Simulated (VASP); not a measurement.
**HCl: single point with PBEsol**

HCl:

```
H Cl
1.0
     0.00000    2.87438    2.87438
     2.87438    0.00000    2.87438
     2.87438    2.87438    0.00000
H Cl
1 1
Direct
  0.00000 0.00000 0.00000
  0.50000 0.50000 0.50000
```

This cell differs from its parent crystal: strain +0.050 along x and y, +0.050 along z.

```json
{
 "Program": "VASP 6.6.1",
 "Task": "single point",
 "Functional": "PBEsol",
 "Potentials or basis": "VASP PAW PBE potentials, release 64 (H, Cl)",
 "Cutoff": "520 eV",
 "k mesh": "16 × 16 × 16",
 "Occupations": "gaussian, width 0.15 eV",
 "Spin": "no spin polarisation",
 "Dipole correction": "no",
 "Further INCAR settings": "ALGO = Normal; EDIFF = 1e-06; NBANDS = 11"
}
```

The pressure is -9.0 GPa. The band gap on the k mesh is zero (filled and empty bands touch).

Levels at points of the mesh, in eV from the Fermi level:
| k point | band 1 | band 2 | band 3 | band 4 | band 5 | band 6 | band 7 | band 8 |
| --- | --- | --- | --- | --- | --- | --- | --- | --- |
| (0.00, 0.00, 0.00) | -12.86 | -0.30 | -0.17 | -0.17 | -0.17 | 10.39 | 12.31 | 12.31 |
| (0.50, 0.00, 0.00) | -12.63 | -2.53 | -0.31 | -0.31 | 1.81 | 7.73 | 10.94 | 10.94 |
| (0.50, 0.50, 0.00) | -12.56 | -1.48 | -0.65 | -0.65 | -0.14 | 9.46 | 11.09 | 13.87 |

It took 69 s on 1 thread of Intel(R) Xeon(R) Platinum 8175M CPU @ 2.50GHz (Skylake/Cascade Lake) (shared host), peak memory 0.21 GiB.

Caveat: the cell differs from its parent crystal (strain +0.050 along x and y, +0.050 along z); the PAW data sets were made with another functional, which shifts forces and pressure a little.
